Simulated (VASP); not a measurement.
# Re (P6_3/mmc) in VASP: notebook

Re is run at these levels: PBE; tasks: relaxation of cell and atoms, relaxation of shape and atoms at fixed volume.

All numbers are computed with VASP 6.6.1; they aren't measurements. Logs are shortened: lines on timing, memory, paths and dates and some standing lists are left out, and cuts for length are marked.

## 1. The cell of the first run

Symmetry: P6_3/mmc, No. 194, hexagonal system. Conventional cell: a = 2.761 Å, b = 2.761 Å, c = 4.458 Å, α = 90.00°, β = 90.00°, γ = 120.00°. Re (site symmetry -6m2) has 12 Re at 2.74 to 2.76 Å within 3.6 Å.

## 2. Relaxation of cell and atoms, PBE

INCAR

```
SYSTEM = Re
ALGO = Normal ; EDIFF = 1E-6
EDIFFG = -0.01 ; ENCUT = 600
GGA = PE ; IBRION = 2
ISIF = 3 ; ISMEAR = 0
LASPH = .TRUE. ; LCHARG = .FALSE.
LREAL = .FALSE. ; LWAVE = .FALSE.
NELM = 60 ; NSW = 80
PREC = Accurate ; SIGMA = 0.05
```

KPOINTS

```
k-points
0
G
  18 18 10
  0 0 0
```

POSCAR

```
Re
1.0
    2.7608000000      0.0000000000      0.0000000000
   -1.3804000000      2.3909229348      0.0000000000
    0.0000000000      0.0000000000      4.4582000000
Re
2
Direct
    0.3333333333      0.6666666667      0.2500000000
    0.6666666667      0.3333333333      0.7500000000
```

Potentials or basis: VASP PAW PBE potentials, release 64 (Re).

Launch:

```console
$ cat potpaw_PBE.64/Re/POTCAR > POTCAR
$ mpirun -np 1 vasp_std > vasp.out
```

OUTCAR:

```text
SYSTEM = Re
   EDIFF = 1E-6
   EDIFFG = -0.01
   ENCUT = 600
   GGA = PE
   IBRION = 2
   ISIF = 3
   ISMEAR = 0
   LASPH = .TRUE.
   LREAL = .FALSE.
   NELM = 60
   NSW = 80
   PREC = Accurate

 ion  position               nearest neighbor table
   1  0.333  0.667  0.250-   2 2.74   2 2.74   2 2.74   2 2.74   2 2.74   2 2.74
   2  0.667  0.333  0.750-   1 2.74   1 2.74   1 2.74   1 2.74   1 2.74   1 2.74

  LATTYP: Found a hexagonal cell.
 ALAT       =     2.7608000000
 C/A-ratio  =     1.6148217908

  Lattice vectors:

 A1 = (   2.7608000000,   0.0000000000,   0.0000000000)
 A2 = (  -1.3804000000,   2.3909229348,   0.0000000000)
 A3 = (   0.0000000000,   0.0000000000,   4.4582000000)

Analysis of symmetry for initial positions (statically):
=====================================================================
 Subroutine PRICEL returns:
 Original cell was already a primitive cell.

 Routine SETGRP: Setting up the symmetry group for a
 hexagonal supercell.

 Subroutine GETGRP returns: Found 24 space group operations
 (whereof 12 operations were pure point group operations)
 out of a pool of 24 trial point group operations.

The static configuration has the point symmetry D_3d.
 The point group associated with its full space group is D_6h.

Analysis of symmetry for dynamics (positions and initial velocities):
=====================================================================
 Subroutine PRICEL returns:
 Original cell was already a primitive cell.

 Routine SETGRP: Setting up the symmetry group for a
 hexagonal supercell.

 Subroutine GETGRP returns: Found 24 space group operations
 (whereof 12 operations were pure point group operations)
 out of a pool of 24 trial point group operations.

The dynamic configuration has the point symmetry D_3d.
 The point group associated with its full space group is D_6h.

 Subroutine INISYM returns: Found 24 space group operations
 (whereof 12 operations are pure point group operations),
 and found     1 'primitive' translations

----------------------------------------------------------------------------------------

                                     Primitive cell

  volume of cell :      29.4280

  direct lattice vectors                    reciprocal lattice vectors
     2.760800000  0.000000000  0.000000000     0.362213851  0.209124264  0.000000000
    -1.380400000  2.390922935  0.000000000     0.000000000  0.418248529  0.000000000
     0.000000000  0.000000000  4.458200000     0.000000000  0.000000000  0.224305774

  length of vectors
     2.760800000  2.760800000  4.458200000     0.418248529  0.418248529  0.224305774

  position of ions in fractional coordinates (direct lattice)
     0.333333333  0.666666667  0.250000000
     0.666666667  0.333333333  0.750000000

  ion indices of the primitive-cell ions
   primitive index   ion index
                 1           1
                 2           2

----------------------------------------------------------------------------------------

 KPOINTS: k-points

Automatic generation of k-mesh.
 Grid dimensions read from file:
 generate k-points for:   18   18   10

 Generating k-lattice:

  Cartesian coordinates                     Fractional coordinates (reciprocal lattice)
     0.020122992  0.011618015  0.000000000     0.055555556 -0.000000000  0.000000000
     0.000000000  0.023236029  0.000000000     0.000000000  0.055555556  0.000000000
     0.000000000  0.000000000  0.022430577     0.000000000  0.000000000  0.100000000

  Length of vectors
     0.023236029  0.023236029  0.022430577

  Shift w.r.t. Gamma in fractional coordinates (k-lattice)
     0.000000000  0.000000000  0.000000000

 Subroutine IBZKPT returns following result:
 ===========================================

 Found    222 irreducible k-points:

 Following reciprocal coordinates:
            Coordinates               Weight
  0.000000  0.000000  0.000000      1.000000
  0.055556 -0.000000  0.000000      6.000000
  0.111111 -0.000000  0.000000      6.000000
  0.166667 -0.000000  0.000000      6.000000
  0.222222 -0.000000  0.000000      6.000000
  0.277778 -0.000000  0.000000      6.000000
[... 16 lines left out ...]
  0.333333  0.111111  0.000000     12.000000
  0.388889  0.111111  0.000000     12.000000
 [... further k-points ...]
   k-points           NKPTS =    222   k-points in BZ     NKDIM =    222   number of bands    NBANDS=     11
   number of dos      NEDOS =    301   number of ions     NIONS =      2
   total plane-waves  NPLWV =  20736
   dimension x,y,z NGX =    24 NGY =   24 NGZ =   36
   dimension x,y,z NGXF=    48 NGYF=   48 NGZF=   72
   ions per type =               2
   NGX,Y,Z   is equivalent  to a cutoff of  14.45, 14.45, 13.42 a.u.
   NGXF,Y,Z  is equivalent  to a cutoff of  28.90, 28.90, 26.85 a.u.
 SYSTEM =  Re
   PREC   = accura    normal or accurate (medium, high low for compatibility)
   ISTART =      0    job   : 0-new  1-cont  2-samecut
   ICHARG =      2    charge: 1-file 2-atom 10-const
   ISPIN  =      1    spin polarized calculation?
   LNONCOLLINEAR =      F non collinear calculations
   LSORBIT =      F    spin-orbit coupling
   LASPH  =      T    aspherical Exc in radial PAW
   ENCUT  =  600.0 eV  44.10 Ry    6.64 a.u.   5.51  5.51  8.90*2*pi/ulx,y,z
   NELM   =     60;   NELMIN=  2; NELMDL= -5     # of ELM steps
   EDIFF  = 0.1E-05   stopping-criterion for ELM
   LREAL  =      F    real-space projection
   EDIFFG = -.1E-01   stopping-criterion for IOM
   NSW    =     80    number of steps for IOM
   IBRION =      2    ionic relax: 0-MD 1-quasi-New 2-CG
   NFREE  =      1    steps in history (QN), initial steepest desc. (CG)
   ISIF   =      3    stress and relaxation
   ISYM   =      2    0-nonsym 1-usesym 2-fastsym
   POTIM  = 0.5000    time-step for ionic-motion
   TEBEG  =    0.0;   TEEND  =   0.0 temperature during run
   PSTRESS=    0.0 pullay stress
   NELECT =      14.0000    total number of electrons
   NUPDOWN=      -1.0000    fix difference up-down
   EMIN   =  10.00;   EMAX   =-10.00  energy-range for DOS
   EFERMI =   0.00;   METHOD = LEGACY
   ISMEAR =     0;   SIGMA  =   0.05  broadening in eV -4-tet -1-fermi 0-gaus
   EFERMI_NEDOS =   21; number of points for ismear=-14 and -15
   IALGO  =     38    algorithm
   IMIX   =      4    mixing-type and parameters
     AMIX     =   0.40;   BMIX     =  1.00
     AMIX_MAG =   1.60;   BMIX_MAG =  1.00
  volume/ion in A,a.u.               =      14.71        99.29
  Fermi-wavevector in a.u.,A,eV,Ry     =   1.278000  2.415070 22.222174  1.633284
  Thomas-Fermi vector in A             =   2.410568
   LORBIT       =      0    0 simple, 1 ext, 2 COOP (PROOUT), +10 PAW based schemes
   GGA     = PE    functional components
   LHFCALC =     F    Hartree Fock is set to
   AEXX    =    0.0000 exact exchange contribution
   IVDW    =     0    specifies the selected vdW correction
   LEPSILON=     F    determine dielectric tensor
   LRPA    =     F    only Hartree local field effects (RPA)
 conjugate gradient relaxation of ions
 non-spin polarized calculation
 Gauss-broadening in eV      SIGMA  =   0.05
  energy-cutoff  :      600.00
  volume of cell :       29.43
 maximum number of plane-waves:      1014
 NGX is ok and might be reduce to    24
   NGX = 11   NGY = 11   NGZ = 17

--------------------------------------- Ionic step        1  -------------------------------------------

 number of electron      14.0000000 magnetization

 Free energy of the ion-electron system (eV)
  ---------------------------------------------------
  ext. energy  EPLUGINS =         0.00000000
  ---------------------------------------------------
  free energy    TOTEN  =       -24.84589394 eV

  energy without entropy =      -24.84387352  energy(sigma->0) =      -24.84488373

------------------------ aborting loop because EDIFF is reached ----------------------------------------

  FORCE on cell =-STRESS in cart. coord.  units (eV):
  Direction    XX          YY          ZZ          XY          YZ          ZX
  --------------------------------------------------------------------------------------
  -------------------------------------------------------------------------------------
  Total        1.0195315      1.0195315      1.1041140      0.0000000      0.0000000      0.0000000
  in kB       55.5074354     55.5074354     60.1124483      0.0000000      0.0000000      0.0000000
  external PRESSURE =      57.0424397 kB  Pullay stress =       0.0000000 kB

 VOLUME and BASIS-vectors are now :
 -----------------------------------------------------------------------------
  energy-cutoff  :      600.00
  volume of cell :       29.43
      direct lattice vectors                 reciprocal lattice vectors
     2.760800000  0.000000000  0.000000000     0.362213851  0.209124264  0.000000000
    -1.380400000  2.390922935  0.000000000     0.000000000  0.418248529  0.000000000
     0.000000000  0.000000000  4.458200000     0.000000000  0.000000000  0.224305774
[... 253 lines left out ...]
 POSITION                                       TOTAL-FORCE (eV/Angst)
 -----------------------------------------------------------------------------------
     -0.00000      1.60120      1.12049        -0.000000      0.000000      0.000000
      1.38668      0.80060      3.36147         0.000000     -0.000000      0.000000
 -----------------------------------------------------------------------------------
    total drift:                               -0.000000      0.000000     -0.000000

  FREE ENERGIE OF THE ION-ELECTRON SYSTEM (eV)
  ---------------------------------------------------
  free  energy   TOTEN  =       -24.8535252280 eV

  energy  without entropy=      -24.8514957915  energy(sigma->0) =      -24.85251051

--------------------------------------- Ionic step        9  -------------------------------------------

 number of electron      14.0000000 magnetization

 Free energy of the ion-electron system (eV)
  ---------------------------------------------------
  ext. energy  EPLUGINS =         0.00000000
  ---------------------------------------------------
  free energy    TOTEN  =       -24.85352659 eV

  energy without entropy =      -24.85150372  energy(sigma->0) =      -24.85251516

 E-fermi :   7.6833     XC(G=0): -13.6486

 val. band max:        7.6807256663   @ k =   0.1667   0.0556   0.1000
 cond. band min:       7.6949505764   @ k =   0.3333   0.1667   0.4000
 fundamental gap:      0.0142249101
 Fermi energy:         7.6833490592

 k-point     1 :       0.0000    0.0000    0.0000
  band No.  band energies     occupation
      1      -2.0611      2.00000
      2       1.1866      2.00000
      3       6.1477      2.00000
      4       6.1638      2.00000
      5       6.1638      2.00000
      6       6.9773      2.00000
      7       6.9773      2.00000
      8       7.8963      0.00000
      9       7.8963      0.00000
     10       8.2788      0.00000
     11      10.9966      0.00000

 k-point     2 :       0.0556   -0.0000    0.0000
  band No.  band energies     occupation
      1      -1.9363      2.00000
      2       1.3045      2.00000
      3       5.7997      2.00000
      4       6.2776      2.00000
      5       6.4700      2.00000
      6       6.8874      2.00000
      7       7.0848      2.00000
      8       7.6324      1.85026
      9       7.7994      0.00103
     10       7.9764      0.00000
     11      11.0618      0.00000
[... 295 lines left out ...]
 k-point    24 :       0.3889    0.1111    0.0000
  band No.  band energies     occupation
      1       2.2097      2.00000
      2       2.3524      2.00000
      3       2.6788      2.00000
      4       5.4345      2.00000
      5       5.6676      2.00000
      6       6.3416      2.00000
      7       7.0793      2.00000
      8      10.8337      0.00000
      9      11.4233      0.00000
     10      11.6900      0.00000
     11      13.2189      0.00000

 [... further k-points ...]

------------------------ aborting loop because EDIFF is reached ----------------------------------------

  FORCE on cell =-STRESS in cart. coord.  units (eV):
  Direction    XX          YY          ZZ          XY          YZ          ZX
  --------------------------------------------------------------------------------------
  -------------------------------------------------------------------------------------
  Total       -0.0048051     -0.0048051     -0.0144454      0.0000000      0.0000000      0.0000000
  in kB       -0.2577469     -0.2577469     -0.7748473      0.0000000      0.0000000      0.0000000
  external PRESSURE =      -0.4301137 kB  Pullay stress =       0.0000000 kB

 VOLUME and BASIS-vectors are now :
 -----------------------------------------------------------------------------
  energy-cutoff  :      600.00
  volume of cell :       29.87
      direct lattice vectors                 reciprocal lattice vectors
     2.773593307 -0.000000000 -0.000000000     0.360543126  0.208159671  0.000000000
    -1.386796653  2.402002263 -0.000000000     0.000000000  0.416319341  0.000000000
    -0.000000000 -0.000000000  4.483403338     0.000000000  0.000000000  0.223044844

 POSITION                                       TOTAL-FORCE (eV/Angst)
 -----------------------------------------------------------------------------------
     -0.00000      1.60133      1.12085         0.000000     -0.000000      0.000000
      1.38680      0.80067      3.36255        -0.000000      0.000000      0.000000
 -----------------------------------------------------------------------------------
    total drift:                               -0.000000      0.000000     -0.000000

  FREE ENERGIE OF THE ION-ELECTRON SYSTEM (eV)
  ---------------------------------------------------
  free  energy   TOTEN  =       -24.8535265892 eV

  energy  without entropy=      -24.8515037217  energy(sigma->0) =      -24.85251516

 reached required accuracy - stopping structural energy minimisation
```

It took 97 s on 1 thread of Intel Xeon 6975P-C (Granite Rapids), shared host; peak memory 0.23 GiB.

Results:

- Free energy: -24.8535 eV
- Relaxed volume: 14.93 Å³/atom
- Relaxed cell: a = 2.774 Å, b = 2.774 Å, c = 4.483 Å, α = 90.00°, β = 90.00°, γ = 120.00°
- Space group after relaxing (to 0.1 Å): P6_3/mmc (No. 194)
- Energy gained by relaxing: 3.8 meV/atom
- Ionic steps: 9
- Pressure after relaxing: 0.0 GPa
- Band gap on the k mesh: zero (bands 7 and 8 overlap by 3.08 eV)

The path:
```tsv
step	energy change (eV)	largest force (eV/Å)	pressure (GPa)	volume (Å³)
1	0.0000	0.0000	5.70	29.43
2	0.1123	0.0000	-19.54	31.72
3	-0.0076	0.0000	-0.16	29.88
4	-0.0076	0.0000	-0.07	29.86
5	-0.0076	0.0000	0.05	29.85
6	-0.0076	0.0000	0.14	29.85
7	-0.0076	0.0000	0.14	29.85
8	-0.0076	0.0000	0.14	29.85
9	-0.0076	0.0000	-0.04	29.87
```

Final structure:
```
Re
1.0
     2.77359    0.00000    0.00000
    -1.38680    2.40200    0.00000
     0.00000    0.00000    4.48340
Re
2
Direct
  0.33333 0.66667 0.25000
  0.66667 0.33333 0.75000
```

Levels at points of the mesh, in eV from the Fermi level:
```
           k point  band 4  band 5  band 6  band 7  band 8  band 9  band 10  band 11
(0.00, 0.00, 0.00)   -1.52   -1.52   -0.71   -0.71    0.21    0.21     0.60     3.31
(0.50, 0.00, 0.00)   -1.86   -1.71   -1.34   -0.58    3.90    4.28     4.42     5.95
(0.00, 0.00, 0.50)   -2.33   -1.65   -1.65   -1.65   -1.65    2.51     2.51     2.51
(0.50, 0.00, 0.50)   -3.99    0.41    0.41    0.91    0.91    4.20     4.20     4.69
```

Caveat: spin-orbit coupling is left out, which moves the levels of the heavy elements. Zero-point motion and thermal expansion aren't in these numbers.

[end of part 1 of 2]
